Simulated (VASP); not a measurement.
SnSe2: single point with PBE

The system is SnSe2.

```
Sn Se
1.0
     3.87349    0.00000    0.00000
    -1.93674    3.35454    0.00000
     0.00000    0.00000    6.23661
Sn Se
1 2
Direct
  0.00000 0.00000 0.00000
  0.33333 0.66667 0.24900
  0.66667 0.33333 0.75100
```

```
Program                : VASP 6.6.1
Task                   : single point
Functional             : PBE
Potentials or basis    : VASP PAW PBE potentials, release 64 (Sn_d, Se)
Cutoff                 : 520 eV
k mesh                 : 6 × 6 × 3
Occupations            : gaussian, width 0.01 eV
Spin                   : no spin polarisation
Dipole correction      : no
Further INCAR settings : ALGO = Normal; EDIFF = 1e-06; NBANDS = 20
```

```
Pressure               : 2.0 GPa
Largest force          : 0.315 eV/Å
Band gap on the k mesh : 0.72 eV, indirect (least direct gap 0.89 eV)
```

Forces on the atoms (eV/Å):
```
Sn   0.000  0.000  0.000
Se   0.000  0.000  0.315
Se   0.000  0.000 -0.315
```

Stress tensor (GPa, compression positive):
```
1.52 0.00 0.00
0.00 1.52 0.00
0.00 0.00 3.09
```

Levels at points of the mesh, in eV from the valence-band top:
| k point | band 10 | band 11 | band 12 | band 13 | band 14 | band 15 | band 16 | band 17 |
| --- | --- | --- | --- | --- | --- | --- | --- | --- |
| (0.00, 0.00, 0.00) | -0.63 | -0.35 | -0.35 | 0.00 | 0.89 | 2.93 | 4.56 | 4.56 |
| (0.50, 0.00, 0.00) | -2.70 | -2.49 | -1.08 | -0.27 | 1.11 | 3.76 | 5.38 | 5.51 |

Run time: 45 s on 1 thread of AMD EPYC 7R13, on a shared host, peak memory 0.17 GiB.

Caveat: spin-orbit coupling is left out, which moves the levels of the heavy elements; this functional lacks dispersion, which binds the layers, so the pressure and a relaxed spacing across them are unreliable. A k mesh can miss the band edges.
